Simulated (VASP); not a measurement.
Write the native input for VASP 6.6.1 that does the following.

| Quantity | Value |
| --- | --- |
| Task | single point |
| Functional | PBEsol |
| Potentials or basis | VASP PAW PBE potentials, release 64 (Sc_sv) |
| Cutoff | 520 eV |
| k mesh | 14 × 14 × 14 |
| Occupations | fermi-dirac, width 0.08 eV |
| Spin | no spin polarisation |
| Dipole correction | no |
| Further INCAR settings | ALGO = Normal; EDIFF = 1e-06; NBANDS = 12 |

The structure of Sc lies in POSCAR:

```
Sc
1.0
    0.0000000000      1.8079922229      1.8079922229
    1.8079922229      0.0000000000      1.8079922229
    1.8079922229      1.8079922229      0.0000000000
Sc
1
Direct
    0.0000000000      0.0000000000      0.0000000000
```

This cell differs from its parent crystal: volume scaled by 0.5.

These files were run (other wordings do the same):

INCAR

```
PREC     = Accurate       # precision mode
ENCUT    = 520            # plane-wave cutoff, eV
EDIFF    = 1E-6           # SCF threshold, eV
ISMEAR   = -1             # smearing method
SIGMA    = 0.08           # smearing width, eV
LREAL    = F              # projectors in reciprocal space
LASPH    = T              # aspherical terms in the spheres
NELM     = 100            # most SCF steps
ALGO     = Normal         # electronic algorithm
ISIF     = 2              # what is computed and relaxed
LWAVE    = F              # write WAVECAR
LCHARG   = F              # write CHGCAR
GGA      = PS             # functional
NBANDS   = 12             # bands
```

KPOINTS

```
Automatic mesh
0
Gamma
  14 14 14
```

Potentials or basis: VASP PAW PBE potentials, release 64 (Sc_sv).

Launch:

```bash
$ cat potpaw_PBE.64/Sc_sv/POTCAR > POTCAR
$ mpirun -np 1 vasp_std > vasp.out
```

Results of the run:

| Item | Value |
| --- | --- |
| Pressure | 101.8 GPa |

Caveat: the PAW data sets were made with another functional, which shifts forces and pressure a little.

Wall time 13 s on 1 thread of Intel Xeon 8259CL (shared host), peak memory 0.13 GiB.
